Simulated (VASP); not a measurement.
**Mg5Te: single point with PBE**

The system is Mg5Te.

```
Mg Te
1.0
    -3.01312    3.01311    4.63921
     3.01312   -3.01311    4.63921
     3.01312    3.01311   -4.63921
Mg Te
5 1
Direct
  0.50000 0.00000 0.50000
  0.50000 0.00000 0.00000
  0.00000 0.00000 0.50000
  0.50000 0.50000 0.50000
  0.00000 0.50000 0.00000
  0.00000 0.50000 0.50000
```

The cell was built from a structure type or drawn by symmetry, and may not be a known phase.

```
Program                : VASP 6.6.1
Task                   : single point
Functional             : PBE
Potentials or basis    : VASP PAW PBE potentials, release 64 (Mg, Te)
Cutoff                 : 520 eV
k mesh                 : 10 × 10 × 10
Occupations            : gaussian, width 0.1 eV
Spin                   : no spin polarisation
Dipole correction      : no
Further INCAR settings : ALGO = Fast; EDIFF = 1e-06; NBANDS = 17
```

```
Pressure               : -0.1 GPa
Band gap on the k mesh : zero (bands 8 and 9 overlap by 1.33 eV)
```

Levels at points of the mesh, in eV from the Fermi level:
```tsv
k point	band 5	band 6	band 7	band 8	band 9	band 10	band 11	band 12
(0.00, 0.00, 0.00)	-2.74	-0.73	-0.73	-0.61	-0.33	0.72	0.89	0.89
(0.50, 0.00, 0.00)	-2.96	-1.44	-0.78	-0.67	-0.06	1.52	1.68	2.51
(0.50, 0.50, 0.00)	-3.13	-2.52	-0.43	0.11	1.19	1.26	2.67	3.46
(0.50, 0.50, 0.50)	-3.33	-1.08	-0.56	0.89	0.89	1.40	2.23	2.23
```

It took 2.2 min on 1 thread of Intel(R) Xeon(R) 6975P-C (Granite Rapids), with other jobs on the host, peak memory 0.51 GiB.

Caveat: spin-orbit coupling is left out, which moves the levels of the heavy elements.
